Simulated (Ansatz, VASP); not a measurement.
# BaTe: VASP beside Ansatz

```
Ba Te
1.0
     6.00144    0.00000    0.00000
     0.00000    6.00144    0.00000
     0.00000    0.00000    4.24363
Ba Te
2 2
Direct
  0.50000 0.00000 0.49995
  0.00000 0.50000 0.50005
  0.00000 0.00000 0.00000
  0.50000 0.50000 0.00000
```

Alike in both runs: task single point; functional PBE; k mesh 6 × 6 × 8; occupations gaussian, width 0.05 eV; no spin polarisation.

|  | VASP | Ansatz |
| --- | --- | --- |
| version | VASP 6.6.1 | Ansatz 0.2.0 |
| potentials or method | VASP PAW PBE potentials, release 64 (Ba_sv, Te), cutoff 520 eV | scalar-relativistic, plane waves, PAW |
| valence electrons in the cell | 32 | 52 |

|  | VASP | Ansatz | Ansatz less VASP |
| --- | --- | --- | --- |
| gap on the k mesh at the Fermi level (eV) | 0.76 | 0.86 | +0.102 |
| pressure (GPa) | 0.5 | 0.0 | -0.46 |

VASP's potentials hold 32 valence electrons a cell and Ansatz's 52, so a difference there can come from the potentials and not from the codes.

Neither program's run includes spin-orbit coupling.
